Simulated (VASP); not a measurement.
## Al: relaxation of cell and atoms with PBEsol

The system is Al.

```
Al
1.0
     0.00000    1.95086    1.95086
     1.95086    0.00000    1.95086
     1.95086    1.95086    0.00000
Al
1
Direct
  0.00000 0.00000 0.00000
```

```json
{
 "Program": "VASP 6.6.1",
 "Task": "relaxation of cell and atoms",
 "Functional": "PBEsol",
 "Potentials or basis": "VASP PAW PBE potentials, release 64 (Al)",
 "Cutoff": "600 eV",
 "k mesh": "18 × 18 × 18",
 "Occupations": "gaussian, width 0.1 eV",
 "Spin": "no spin polarisation",
 "Target pressure": "8 GPa",
 "Dipole correction": "no",
 "Further INCAR settings": "ALGO = Fast; EDIFF = 1e-06; IBRION = 2; EDIFFG = -0.008; NSW = 70; ISIF = 3"
}
```

The relaxed volume is 14.92 Å³/atom and the relaxed cell is a = 2.763 Å, b = 2.763 Å, c = 2.763 Å, α = 60.00°, β = 60.00°, γ = 60.00°. The space group after relaxing (to 0.05 Å) is Fm-3m (No. 225). The energy change on relaxing (the enthalpy is what falls) is -3.6 meV/atom. The ionic steps are 3. The pressure after relaxing is 8.0 GPa.

The path:
```tsv
step	energy change (eV)	largest force (eV/Å)	pressure (GPa)	volume (Å³)
1	0.0000	0.0000	8.56	14.85
2	-0.0057	0.0000	7.68	14.96
3	-0.0036	0.0000	8.00	14.92
```

Final structure:
```xyz
1
Lattice="0.0000 1.9539 1.9539 1.9539 0.0000 1.9539 1.9539 1.9539 0.0000" Properties=species:S:1:pos:R:3 pbc="T T T"
Al    0.0000    0.0000    0.0000
```

Levels at points of the mesh, in eV from the Fermi level:
| k point | band 1 | band 2 | band 3 | band 4 | band 5 |
| --- | --- | --- | --- | --- | --- |
| (0.00, 0.00, 0.00) | -11.84 | 13.17 | 13.17 | 13.17 | 15.46 |
| (0.50, 0.00, 0.00) | -5.00 | -4.51 | 11.91 | 11.91 | 12.52 |
| (0.50, 0.50, 0.00) | -3.16 | -1.64 | 5.28 | 6.08 | 6.08 |

It took 26 s on 1 thread of Intel Xeon 8259CL (shared host), peak memory 0.15 GiB.

Caveat: the cell is relaxed towards a set pressure, so the enthalpy falls and the energy may rise; the PAW data sets were made with another functional, which shifts forces and pressure a little.
